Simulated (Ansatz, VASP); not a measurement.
## Br: VASP beside Ansatz

```xyz
1
Lattice="3.2129 0.0000 0.0000 0.0000 3.2129 0.0000 0.0000 0.0000 3.2129" Properties=species:S:1:pos:R:3 pbc="T T T"
Br    0.0000    0.0000    0.0000
```

Alike in both runs: task relaxation of cell and atoms; functional r2SCAN; k mesh 14 × 14 × 14; occupations gaussian, width 0.1 eV; no spin polarisation.

```csv
,VASP,Ansatz
version,VASP 6.6.1,Ansatz 0.2.0
potentials or method,"VASP PAW PBE potentials, release 64 (Br), cutoff 600 eV","scalar-relativistic, plane waves, PAW"
valence electrons in the cell,7,7
```

Ansatz gave:

```
gap on the k mesh at the Fermi level, each at its own relaxed structure (eV) : none
relaxed volume (Å³/atom)                                                     : 29.18
relaxed length of the cell vector where the two differ most in proportion (Å)              : 3.079
```

Q: Which values does VASP return?

A: gap on the k mesh at the Fermi level, each at its own relaxed structure (eV): none; relaxed volume (Å³/atom): 29.12; relaxed length of the cell vector where the two differ most in proportion (Å): 3.077.

VASP's potentials were made for PBE, not for r2SCAN. A gap of «none» marks a metal or a gap that the smearing closes.
